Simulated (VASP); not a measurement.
# OsPtC4N4 (P-43m) in VASP: single point with PBE

Aim: the single point of OsPtC4N4 with PBE.

All numbers are computed with VASP 6.6.1; they aren't measurements. Logs are shortened: lines on timing, memory, paths and dates and some standing lists are left out, and cuts for length are marked.

## (1) The cell of the first run

Symmetry: P-43m, No. 215, cubic system. Conventional cell: a = 5.913 Å, b = 5.913 Å, c = 5.913 Å, α = 90.00°, β = 90.00°, γ = 90.00°. Os (site symmetry -43m) has 4 C at 1.92 Å within 2.5 Å. Pt (site symmetry -43m) has 4 N at 2.02 Å within 2.7 Å. Within 1.6 Å of C (site symmetry 3m) lie 1 N at 1.19 Å. Within 1.6 Å of N (site symmetry 3m) lie 1 C at 1.19 Å.

## (2) Single point, PBE

The input, INCAR:

```
PREC = Accurate
ENCUT = 700
EDIFF = 1E-6
ISMEAR = 0
SIGMA = 0.01
LREAL = F
LASPH = T
NELM = 120
ALGO = Normal
ISIF = 2
LWAVE = F
LCHARG = F
GGA = PE
NBANDS = 46
GGA_COMPAT = F
```

The input, KPOINTS:

```
Automatic mesh
0
Gamma
  6 6 6
```

The input, POSCAR:

```
OsPtC4N4
1.0
    5.9133834355      0.0000000000      0.0000000000
    0.0000000000      5.9133834355      0.0000000000
    0.0000000000      0.0000000000      5.9133834355
Os Pt C N
1 1 4 4
Direct
    0.0000000000      0.0000000000      0.0000000000
    0.5000000000      0.5000000000      0.5000000000
    0.1870586971      0.1870586971      0.1870586971
    0.1870586971      0.8129413029      0.8129413029
    0.8129413029      0.1870586971      0.8129413029
    0.8129413029      0.8129413029      0.1870586971
    0.3031765183      0.3031765183      0.3031765183
    0.3031765183      0.6968234817      0.6968234817
    0.6968234817      0.3031765183      0.6968234817
    0.6968234817      0.6968234817      0.3031765183
```

Potentials or basis: VASP PAW PBE potentials, release 64 (Os_sv_GW, Pt_sv_GW, C, N).

On the command line:

```console
cat potpaw_PBE.64/Os_sv_GW/POTCAR potpaw_PBE.64/Pt_sv_GW/POTCAR potpaw_PBE.64/C/POTCAR potpaw_PBE.64/N/POTCAR > POTCAR
mpirun -np 1 vasp_std > vasp.out
```

OUTCAR:

```text
PREC = Accurate
   ENCUT = 700
   EDIFF = 1E-6
   ISMEAR = 0
   LREAL = F
   LASPH = T
   NELM = 120
   ISIF = 2
   GGA = PE

 ion  position               nearest neighbor table
   1  0.000  0.000  0.000-   3 1.92   4 1.92   5 1.92   6 1.92
   2  0.500  0.500  0.500-   7 2.02   8 2.02   9 2.02  10 2.02
   3  0.187  0.187  0.187-   7 1.19   1 1.92
   4  0.187  0.813  0.813-   8 1.19   1 1.92
   5  0.813  0.187  0.813-   9 1.19   1 1.92
   6  0.813  0.813  0.187-  10 1.19   1 1.92
   7  0.303  0.303  0.303-   3 1.19   2 2.02
   8  0.303  0.697  0.697-   4 1.19   2 2.02
   9  0.697  0.303  0.697-   5 1.19   2 2.02
  10  0.697  0.697  0.303-   6 1.19   2 2.02

  LATTYP: Found a simple cubic cell.
 ALAT       =     5.9133834355

  Lattice vectors:

 A1 = (   5.9133834355,   0.0000000000,   0.0000000000)
 A2 = (   0.0000000000,   5.9133834355,   0.0000000000)
 A3 = (   0.0000000000,   0.0000000000,   5.9133834355)

Analysis of symmetry for initial positions (statically):
=====================================================================
 Subroutine PRICEL returns:
 Original cell was already a primitive cell.

 Routine SETGRP: Setting up the symmetry group for a
 simple cubic supercell.

 Subroutine GETGRP returns: Found 24 space group operations
 (whereof 24 operations were pure point group operations)
 out of a pool of 48 trial point group operations.

The static configuration has the point symmetry T_d .

Analysis of symmetry for dynamics (positions and initial velocities):
=====================================================================
 Subroutine PRICEL returns:
 Original cell was already a primitive cell.

 Routine SETGRP: Setting up the symmetry group for a
 simple cubic supercell.

 Subroutine GETGRP returns: Found 24 space group operations
 (whereof 24 operations were pure point group operations)
 out of a pool of 48 trial point group operations.

The dynamic configuration has the point symmetry T_d .

 Subroutine INISYM returns: Found 24 space group operations
 (whereof 24 operations are pure point group operations),
 and found     1 'primitive' translations

----------------------------------------------------------------------------------------

                                     Primitive cell

  volume of cell :     206.7798

  direct lattice vectors                    reciprocal lattice vectors
     5.913383436  0.000000000  0.000000000     0.169107925  0.000000000  0.000000000
     0.000000000  5.913383436  0.000000000     0.000000000  0.169107925  0.000000000
     0.000000000  0.000000000  5.913383436     0.000000000  0.000000000  0.169107925

  length of vectors
     5.913383436  5.913383436  5.913383436     0.169107925  0.169107925  0.169107925

  position of ions in fractional coordinates (direct lattice)
     0.000000000  0.000000000  0.000000000
     0.500000000  0.500000000  0.500000000
     0.187058697  0.187058697  0.187058697
     0.187058697  0.812941303  0.812941303
     0.812941303  0.187058697  0.812941303
     0.812941303  0.812941303  0.187058697
     0.303176518  0.303176518  0.303176518
     0.303176518  0.696823482  0.696823482
     0.696823482  0.303176518  0.696823482
     0.696823482  0.696823482  0.303176518

  ion indices of the primitive-cell ions
   primitive index   ion index
                 1           1
                 2           2
                 3           3
                 4           4
                 5           5
                 6           6
                 7           7
                 8           8
                 9           9
                10          10

----------------------------------------------------------------------------------------

 KPOINTS: Automatic mesh

Automatic generation of k-mesh.
 Grid dimensions read from file:
 generate k-points for:    6    6    6

 Generating k-lattice:

  Cartesian coordinates                     Fractional coordinates (reciprocal lattice)
     0.028184654  0.000000000  0.000000000     0.166666667  0.000000000  0.000000000
     0.000000000  0.028184654  0.000000000     0.000000000  0.166666667  0.000000000
     0.000000000  0.000000000  0.028184654     0.000000000  0.000000000  0.166666667

  Length of vectors
     0.028184654  0.028184654  0.028184654

  Shift w.r.t. Gamma in fractional coordinates (k-lattice)
     0.000000000  0.000000000  0.000000000

 Subroutine IBZKPT returns following result:
 ===========================================

 Found     20 irreducible k-points:

 Following reciprocal coordinates:
            Coordinates               Weight
  0.000000  0.000000  0.000000      1.000000
  0.166667  0.000000  0.000000      6.000000
  0.333333  0.000000  0.000000      6.000000
  0.500000  0.000000  0.000000      3.000000
  0.166667  0.166667  0.000000     12.000000
  0.333333  0.166667  0.000000     24.000000
[... 12 lines left out ...]
  0.500000  0.500000  0.333333      6.000000
  0.500000  0.500000  0.500000      1.000000
   k-points           NKPTS =     20   k-points in BZ     NKDIM =     20   number of bands    NBANDS=     46
   number of dos      NEDOS =    301   number of ions     NIONS =     10
   total plane-waves  NPLWV = 157464
   dimension x,y,z NGX =    54 NGY =   54 NGZ =   54
   dimension x,y,z NGXF=   108 NGYF=  108 NGZF=  108
   ions per type =               1   1   4   4
   NGX,Y,Z   is equivalent  to a cutoff of  15.18, 15.18, 15.18 a.u.
   NGXF,Y,Z  is equivalent  to a cutoff of  30.36, 30.36, 30.36 a.u.
 SYSTEM =  unknown system
   PREC   = accura    normal or accurate (medium, high low for compatibility)
   ISTART =      0    job   : 0-new  1-cont  2-samecut
   ICHARG =      2    charge: 1-file 2-atom 10-const
   ISPIN  =      1    spin polarized calculation?
   LNONCOLLINEAR =      F non collinear calculations
   LSORBIT =      F    spin-orbit coupling
   LASPH  =      T    aspherical Exc in radial PAW
   ENCUT  =  700.0 eV  51.45 Ry    7.17 a.u.  12.76 12.76 12.76*2*pi/ulx,y,z
   NELM   =    120;   NELMIN=  2; NELMDL= -5     # of ELM steps
   EDIFF  = 0.1E-05   stopping-criterion for ELM
   LREAL  =      F    real-space projection
   EDIFFG = 0.1E-04   stopping-criterion for IOM
   NSW    =      0    number of steps for IOM
   IBRION =     -1    ionic relax: 0-MD 1-quasi-New 2-CG
   NFREE  =      0    steps in history (QN), initial steepest desc. (CG)
   ISIF   =      2    stress and relaxation
   ISYM   =      2    0-nonsym 1-usesym 2-fastsym
   POTIM  = 0.5000    time-step for ionic-motion
   TEBEG  =    0.0;   TEEND  =   0.0 temperature during run
   PSTRESS=    0.0 pullay stress
   NELECT =      70.0000    total number of electrons
   NUPDOWN=      -1.0000    fix difference up-down
   EMIN   =  10.00;   EMAX   =-10.00  energy-range for DOS
   EFERMI =   0.00;   METHOD = LEGACY
   ISMEAR =     0;   SIGMA  =   0.01  broadening in eV -4-tet -1-fermi 0-gaus
   EFERMI_NEDOS =   21; number of points for ismear=-14 and -15
   IALGO  =     38    algorithm
   IMIX   =      4    mixing-type and parameters
     AMIX     =   0.40;   BMIX     =  1.00
     AMIX_MAG =   1.60;   BMIX_MAG =  1.00
  volume/ion in A,a.u.               =      20.68       139.54
  Fermi-wavevector in a.u.,A,eV,Ry     =   1.140963  2.156107 17.712010  1.301796
  Thomas-Fermi vector in A             =   2.277664
   LORBIT       =      0    0 simple, 1 ext, 2 COOP (PROOUT), +10 PAW based schemes
   GGA     = PE    functional components
   LHFCALC =     F    Hartree Fock is set to
   AEXX    =    0.0000 exact exchange contribution
   IVDW    =     0    specifies the selected vdW correction
   LEPSILON=     F    determine dielectric tensor
   LRPA    =     F    only Hartree local field effects (RPA)
 non-spin polarized calculation
 Gauss-broadening in eV      SIGMA  =   0.01
  energy-cutoff  :      700.00
  volume of cell :      206.78
 maximum number of plane-waves:      8724
 NGX is ok and might be reduce to    54
   NGX = 25   NGY = 25   NGZ = 25

 number of electron      70.0000000 magnetization

 Free energy of the ion-electron system (eV)
  ---------------------------------------------------
  ext. energy  EPLUGINS =         0.00000000
  ---------------------------------------------------
  free energy    TOTEN  =       -80.77284486 eV

  energy without entropy =      -80.77284486  energy(sigma->0) =      -80.77284486

 E-fermi :   0.2187     XC(G=0):  -7.5814

 val. band max:        0.1723643195   @ k =   0.5000   0.0000   0.0000
 cond. band min:       0.3980329842   @ k =   0.5000   0.3333   0.0000
 fundamental gap:      0.2256686648
 Fermi energy:         0.2187064180

 k-point     1 :       0.0000    0.0000    0.0000
  band No.  band energies     occupation
      1     -98.5104      2.00000
      2     -86.7199      2.00000
      3     -52.6475      2.00000
      4     -52.6475      2.00000
      5     -52.6475      2.00000
      6     -46.1522      2.00000
[... 38 lines left out ...]
     45       5.6824      0.00000
     46       5.8665      0.00000

 k-point     2 :       0.1667    0.0000    0.0000
  band No.  band energies     occupation
      1     -98.5104      2.00000
      2     -86.7199      2.00000
      3     -52.6475      2.00000
      4     -52.6475      2.00000
      5     -52.6475      2.00000
      6     -46.1522      2.00000
[... 38 lines left out ...]
     45       5.6652      0.00000
     46       5.8113      0.00000

 k-point     3 :       0.3333    0.0000    0.0000
  band No.  band energies     occupation
      1     -98.5104      2.00000
      2     -86.7199      2.00000
      3     -52.6475      2.00000
      4     -52.6475      2.00000
      5     -52.6475      2.00000
      6     -46.1522      2.00000
[... 822 lines left out ...]
     45       5.8476      0.00000
     46       5.9424      0.00000

 k-point    20 :       0.5000    0.5000    0.5000
  band No.  band energies     occupation
      1     -98.5103      2.00000
      2     -86.7198      2.00000
      3     -52.6475      2.00000
      4     -52.6475      2.00000
      5     -52.6475      2.00000
      6     -46.1522      2.00000
[... 38 lines left out ...]
     45       5.9939      0.00000
     46       6.0617      0.00000

------------------------ aborting loop because EDIFF is reached ----------------------------------------

  FORCE on cell =-STRESS in cart. coord.  units (eV):
  Direction    XX          YY          ZZ          XY          YZ          ZX
  --------------------------------------------------------------------------------------
  -------------------------------------------------------------------------------------
  Total        0.1546227      0.1546227      0.1546227      0.0000000      0.0000000      0.0000000
  in kB        1.1980519      1.1980519      1.1980519      0.0000000      0.0000000      0.0000000
  external PRESSURE =       1.1980519 kB  Pullay stress =       0.0000000 kB

 VOLUME and BASIS-vectors are now :
 -----------------------------------------------------------------------------
  energy-cutoff  :      700.00
  volume of cell :      206.78
      direct lattice vectors                 reciprocal lattice vectors
     5.913383436  0.000000000  0.000000000     0.169107925  0.000000000  0.000000000
     0.000000000  5.913383436  0.000000000     0.000000000  0.169107925  0.000000000
     0.000000000  0.000000000  5.913383436     0.000000000  0.000000000  0.169107925

 POSITION                                       TOTAL-FORCE (eV/Angst)
 -----------------------------------------------------------------------------------
      0.00000      0.00000      0.00000        -0.000000     -0.000000      0.000000
      2.95669      2.95669      2.95669        -0.000000     -0.000000      0.000000
      1.10615      1.10615      1.10615        -0.151886     -0.151886     -0.151886
      1.10615      4.80723      4.80723        -0.151886      0.151886      0.151886
      4.80723      1.10615      4.80723         0.151886     -0.151886      0.151886
      4.80723      4.80723      1.10615         0.151886      0.151886     -0.151886
      1.79280      1.79280      1.79280         0.155820      0.155820      0.155820
      1.79280      4.12058      4.12058         0.155820     -0.155820     -0.155820
      4.12058      1.79280      4.12058        -0.155820      0.155820     -0.155820
      4.12058      4.12058      1.79280        -0.155820     -0.155820      0.155820
 -----------------------------------------------------------------------------------
    total drift:                                0.000000      0.000000      0.000000

  FREE ENERGIE OF THE ION-ELECTRON SYSTEM (eV)
  ---------------------------------------------------
  free  energy   TOTEN  =       -80.7728448640 eV

  energy  without entropy=      -80.7728448640  energy(sigma->0) =      -80.77284486
```

Run time: 11 min. Hardware: 1 thread of AMD EPYC 7R43 (Zen 3), shared host; peak memory 0.54 GiB.

Results:

```yaml
Free_energy: -80.7728 eV
Pressure: 0.1 GPa
Largest_force: 0.270 eV/Å
Band_gap_on_the_k_mesh: 0.23 eV (least direct gap 0.44 eV)
```

Forces on the atoms (eV/Å):
```
Os   0.000  0.000  0.000
Pt   0.000  0.000  0.000
C   -0.152 -0.152 -0.152
C   -0.152  0.152  0.152
C    0.152 -0.152  0.152
C    0.152  0.152 -0.152
N    0.156  0.156  0.156
N    0.156 -0.156 -0.156
N   -0.156  0.156 -0.156
N   -0.156 -0.156  0.156
```

Caveat: spin-orbit coupling is left out, which moves the levels of the heavy elements.
